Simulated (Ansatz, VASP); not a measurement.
**BeS: VASP beside Ansatz**

```
Be S
1.0
     0.00000    2.37948    2.49683
     2.49683    0.00000    2.49683
     2.49683    2.37948    0.00000
Be S
1 1
Direct
  0.00000 0.00000 0.00000
  0.75000 0.75000 0.75000
```

Alike in both runs: task single point; functional PBEsol; k mesh 10 × 10 × 10; occupations gaussian, width 0.05 eV; no spin polarisation.

|  | VASP | Ansatz |
| --- | --- | --- |
| version | VASP 6.6.1 | Ansatz 0.2.0 |
| potentials or method | VASP PAW PBE potentials, release 64 (Be, S), cutoff 520 eV | scalar-relativistic, plane waves, PAW |
| valence electrons in the cell | 8 | 8 |

VASP gave:

| Property | Result |
| --- | --- |
| gap on the k mesh at the Fermi level (eV) | 2.64 |
| least direct gap on the mesh (eV) | 5.22 |
| pressure (GPa) | -4.1 |
| traceless stress, the component that is largest in VASP (GPa) | 2.71 |

**Question.** What did Ansatz give for the same quantities?

**Answer.** gap on the k mesh at the Fermi level (eV): 2.64; least direct gap on the mesh (eV): 5.22; pressure (GPa): -4.2; traceless stress, the component that is largest in VASP (GPa): 2.72.

VASP's potentials were made for PBE, not for PBEsol.
